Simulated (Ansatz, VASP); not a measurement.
**Two plane-wave programs on SiC**

INCAR

```
PREC = Accurate ; ENCUT = 520
EDIFF = 1E-8 ; ISMEAR = -1
SIGMA = 0.02 ; LREAL = F
LASPH = T ; NELM = 100
ALGO = Normal ; ISIF = 2
LWAVE = F ; LCHARG = F
GGA = PE ; LEFG = T
NBANDS = 36
```

KPOINTS

```
regular mesh
0
Gamma
  10 10 2
```

The input POSCAR:

```
SiC
1.0
    1.5233544927     -2.6405537132      0.0000000000
    1.5233544927      2.6405537132      0.0000000000
    0.0000000000      0.0000000000     14.9691430914
Si C
6 6
Direct
    0.1666620609      0.8333379391      0.8577214520
    0.8333379391      0.1666620609      0.3577214520
    0.5001149274      0.4998850726      0.5245066742
    0.4998850726      0.5001149274      0.0245066742
    0.8334420063      0.1665579937      0.6912249934
    0.1665579937      0.8334420063      0.1912249934
    0.5001800044      0.4998199956      0.6498136388
    0.4998199956      0.5001800044      0.1498136388
    0.1666200921      0.8333799079      0.9826819951
    0.8333799079      0.1666200921      0.4826819951
    0.8333969726      0.1666030274      0.8161912464
    0.1666030274      0.8333969726      0.3161912464
```

Input for Ansatz:

```yaml
crystal:
  lattice:
    - [1.5233544927, -2.6405537132, 0.0]
    - [1.5233544927, 2.6405537132, 0.0]
    - [0.0, 0.0, 14.9691430914]
  atoms:
    - { symbol: Si, position: [0.1666620609, 0.8333379391, 0.857721452] }
    - { symbol: Si, position: [0.8333379391, 0.1666620609, 0.357721452] }
    - { symbol: Si, position: [0.5001149274, 0.4998850726, 0.5245066742] }
    - { symbol: Si, position: [0.4998850726, 0.5001149274, 0.0245066742] }
    - { symbol: Si, position: [0.8334420063, 0.1665579937, 0.6912249934] }
    - { symbol: Si, position: [0.1665579937, 0.8334420063, 0.1912249934] }
    - { symbol: C, position: [0.5001800044, 0.4998199956, 0.6498136388] }
    - { symbol: C, position: [0.4998199956, 0.5001800044, 0.1498136388] }
    - { symbol: C, position: [0.1666200921, 0.8333799079, 0.9826819951] }
    - { symbol: C, position: [0.8333799079, 0.1666200921, 0.4826819951] }
    - { symbol: C, position: [0.8333969726, 0.1666030274, 0.8161912464] }
    - { symbol: C, position: [0.1666030274, 0.8333969726, 0.3161912464] }
kpoints:
  mp_grid: { grid: [10, 10, 2] }
scf:
  occupations: { method: fermi_dirac, width: 0.02 }
hamiltonian:
  xc: pbe
  pseudopotentials: { kind: paw }
output:
  forces: true
  stress: true
  populations: true
  efg: { contact_densities: true }
```

Change from the starting cell: volume scaled by 0.97.

Alike in both runs: task electric field gradients; functional PBE; k mesh 10 × 10 × 2; occupations fermi-dirac, width 0.02 eV; no spin polarisation.

|  | VASP | Ansatz |
| --- | --- | --- |
| version | VASP 6.6.1 | Ansatz 0.2.0 |
| potentials or method | VASP PAW PBE potentials, release 64 (Si, C) | plane-wave PAW, scalar-relativistic |
| plane-wave cutoff (eV) | 520 | 420 |
| valence electrons in the cell | 48 | 48 |

|  | VASP | Ansatz | Ansatz less VASP |
| --- | --- | --- | --- |
| gap on the k mesh at the Fermi level (eV) | 2.01 | 2.01 | +0.002 |
| pressure (GPa) | 10.4 | 10.5 | +0.08 |
| traceless stress, the component that is largest in VASP (GPa) | -0.39 | -0.39 | -0.004 |
| size of Vzz on the site where it differs most (V/Å²) | 0.4 | 0.6 | +0.18 |
